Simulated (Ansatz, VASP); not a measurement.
## Two plane-wave programs on TaC

Contents of INCAR:

```
SYSTEM = TaC
PREC     = Accurate       ! precision mode
ENCUT    = 600            ! plane-wave cutoff, eV
EDIFF    = 1E-6           ! SCF threshold, eV
ISMEAR   = 0              ! smearing method
SIGMA    = 0.1            ! smearing width, eV
LREAL    = .False.        ! projectors in reciprocal space
LASPH    = .True.         ! aspherical terms in the spheres
NELM     = 120            ! most SCF steps
ALGO     = Normal         ! electronic algorithm
ISIF     = 2              ! what is computed and relaxed
LWAVE    = .False.        ! write WAVECAR
LCHARG   = .True.         ! write CHGCAR
GGA      = PE             ! functional
LELF     = .True.         ! ELF
LVHAR    = .True.       
NBANDS   = 14             ! bands
GGA_COMPAT= .False.
```

KPOINTS

```
regular mesh
0
Gamma
  16 16 16
  0 0 0
```

The input POSCAR:

```
TaC
1.0
    0.0000000000      2.2149970336      2.2149970336
    2.2149970336      0.0000000000      2.2149970336
    2.2149970336      2.2149970336      0.0000000000
Ta C
1 1
Direct
    0.0000000000      0.0000000000      0.0000000000
    0.5000000000      0.5000000000      0.5000000000
```

Input for Ansatz:

```yaml
crystal:
  lattice:
    - [0.0, 2.2149970336, 2.2149970336]
    - [2.2149970336, 0.0, 2.2149970336]
    - [2.2149970336, 2.2149970336, 0.0]
  atoms:
    - { symbol: Ta, position: [0.0, 0.0, 0.0] }
    - { symbol: C, position: [0.5, 0.5, 0.5] }
basis:
  ecutwfc: 420
kpoints:
  mp_grid: { grid: [16, 16, 16] }
hamiltonian:
  xc: pbe
scf:
  occupations: { method: gaussian, width: 0.1 }
output:
  forces: true
  stress: true
  eigenvalues: true
```

Alike in both runs: task single point; functional PBE; k mesh 16 × 16 × 16; occupations gaussian, width 0.1 eV; no spin polarisation.

```csv
,VASP,Ansatz
version,VASP 6.6.1,Ansatz 0.2.0
potentials or method,"VASP PAW PBE potentials, release 64 (Ta_pv, C), cutoff 600 eV","scalar-relativistic, plane waves, PAW"
valence electrons in the cell,15,17
```

VASP gave:

* gap on the k mesh at the Fermi level (eV): none
* pressure (GPa): 11.3

**Question.** Estimate Ansatz's values.

**Answer.** gap on the k mesh at the Fermi level (eV): none; pressure (GPa): 10.6.

A gap of «none» marks a metal or a gap that the smearing closes. VASP's potentials hold 15 valence electrons a cell and Ansatz's 17, so a difference there can come from the potentials and not from the codes.

Neither program's run includes spin-orbit coupling.
